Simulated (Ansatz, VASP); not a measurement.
NaPtCl3: VASP beside Ansatz

```
Na Pt Cl
1.0
     4.88760    0.00000    0.00000
     0.00000    4.88760    0.00000
     0.00000    0.00000    4.88760
Na Pt Cl
1 1 3
Direct
  0.00000 0.00000 0.00000
  0.50000 0.50000 0.50000
  0.00000 0.50000 0.50000
  0.50000 0.50000 0.00000
  0.50000 0.00000 0.50000
```

Alike in both runs: task single point; functional PBE; k mesh 8 × 8 × 8; occupations gaussian, width 0.1 eV; no spin polarisation.

```csv
,VASP,Ansatz
version,VASP 6.6.1,Ansatz 0.2.0
potentials or method,"VASP PAW PBE potentials, release 64 (Na_pv, Pt, Cl), cutoff 520 eV","scalar-relativistic, plane waves, PAW"
valence electrons in the cell,38,48
```

|  | VASP | Ansatz | Ansatz less VASP |
| --- | --- | --- | --- |
| gap on the k mesh at the Fermi level (eV) | none | none | - |
| pressure (GPa) | 1.5 | 1.6 | +0.09 |

A gap of «none» marks a metal or a gap that the smearing closes. VASP's potentials hold 38 valence electrons a cell and Ansatz's 48, so a difference there can come from the potentials and not from the codes.

Spin-orbit coupling is off throughout.
